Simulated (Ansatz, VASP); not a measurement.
## HgTe: VASP beside Ansatz

```
CELL_PARAMETERS angstrom
0.00000 3.17621 3.32021
3.17621 0.00000 3.32021
3.17621 3.17621 0.00000
ATOMIC_POSITIONS crystal
Hg 0.00000 0.00000 0.00000
Te 0.75000 0.75000 0.75000
```

Change from the starting cell: z stretched by +3 % at fixed volume, crystal datasets.

Alike in both runs: task electric field gradients; functional PBE; k mesh 9 × 9 × 9; occupations fermi-dirac, width 0.05 eV; no spin polarisation.

```csv
,VASP,Ansatz
version,VASP 6.6.1,Ansatz 0.2.0
potentials or method,"VASP PAW PBE potentials, release 64 (Hg, Te), cutoff 520 eV","all-electron PAW with datasets made for the crystal, scalar-relativistic"
```

|  | VASP | Ansatz | Ansatz less VASP |
| --- | --- | --- | --- |
| pressure (GPa) | 4.1 | 4.0 | -0.08 |
| traceless stress, the component that is largest in VASP (GPa) | -0.39 | -0.39 | +0.001 |
| size of Vzz on the site where it differs most (V/Å²) | 28.3 | 24.1 | -4.16 |

Ansatz ran all-electron here, and VASP with PAW potentials.

Neither program's run includes spin-orbit coupling.
